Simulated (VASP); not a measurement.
Ti8HO16 (a cell with a defect): single point with PBE

Ti8HO16 (a cell with a defect):

```
CELL_PARAMETERS angstrom
4.64332 -4.64332 0.00000
-4.64332 -4.64332 0.00000
0.00000 4.64332 -5.92774
ATOMIC_POSITIONS crystal
Ti 0.51867 0.99978 0.99536
Ti 0.27445 0.75404 0.50503
Ti 0.99908 0.49608 0.01753
Ti 0.73020 0.22863 0.48272
Ti 0.13011 0.11361 0.25011
Ti 0.90092 0.89838 0.74967
Ti 0.63100 0.61344 0.24903
Ti 0.34906 0.37195 0.74954
O 0.62530 0.92883 0.24628
O 0.39115 0.67921 0.75014
O 0.12923 0.43253 0.25377
O 0.87971 0.18789 0.75000
O 0.04877 0.25795 0.50119
O 0.80637 0.01136 0.00072
O 0.55594 0.76084 0.49949
O 0.29764 0.50665 0.99875
O 0.19553 0.99697 0.00109
O 0.94457 0.74585 0.49893
O 0.69226 0.49492 0.00065
O 0.44142 0.24418 0.49938
O 0.61865 0.32034 0.25028
O 0.36723 0.07047 0.75000
O 0.11852 0.82009 0.24984
O 0.83789 0.58330 0.75011
H 0.68881 0.60119 0.75096
```

- Program: VASP 6.6.1
- Task: single point
- Functional: PBE
- Potentials or basis: VASP PAW PBE potentials, release 64 (Ti_sv, O, H)
- Cutoff: 520 eV
- k mesh: 3 × 3 × 3
- Occupations: gaussian, width 0.02 eV
- Spin: no spin polarisation
- Dipole correction: no
- Charge: 1
- Further INCAR settings: LREAL = Auto; ALGO = Normal; EDIFF = 1e-06; NBANDS = 114; NELECT = 192.0

```yaml
Largest_force: 0.105 eV/Å
```

Forces on the atoms (eV/Å):
```
Ti  -0.039  0.031 -0.011
Ti  -0.038  0.024  0.014
Ti   0.000 -0.039  0.069
Ti   0.004 -0.048 -0.063
Ti  -0.047  0.002 -0.014
Ti  -0.006  0.057 -0.012
Ti  -0.049  0.008  0.015
Ti   0.018 -0.037  0.002
O    0.049  0.049  0.032
O    0.026  0.039 -0.001
O    0.046  0.041 -0.032
O    0.002 -0.005 -0.001
O   -0.027  0.022  0.029
O    0.012 -0.016  0.016
O    0.022 -0.021 -0.014
O   -0.020  0.015 -0.030
O    0.045 -0.047 -0.020
O    0.052 -0.047  0.027
O    0.005 -0.012  0.033
O   -0.001 -0.005 -0.036
O   -0.009 -0.005  0.005
O   -0.023 -0.008  0.000
O   -0.005 -0.001 -0.006
O    0.072 -0.050 -0.003
H   -0.090  0.054  0.002
```

Levels at points of the mesh, in eV from the Fermi level:
```csv
k point,band 94,band 95,band 96,band 97,band 98,band 99
"(0.00, 0.00, 0.00)",-0.80,-0.62,-0.17,1.90,2.18,2.41
```

Run time: 25 min on 1 thread of AMD EPYC 7R43 64-Core Processor (Zen 3), with other jobs on the host, peak memory 0.47 GiB.

Caveat: the cell carries a net charge on a neutralising background, which shifts energy and pressure; the cell is charged against a uniform background, so pressure and absolute levels hang on convention.
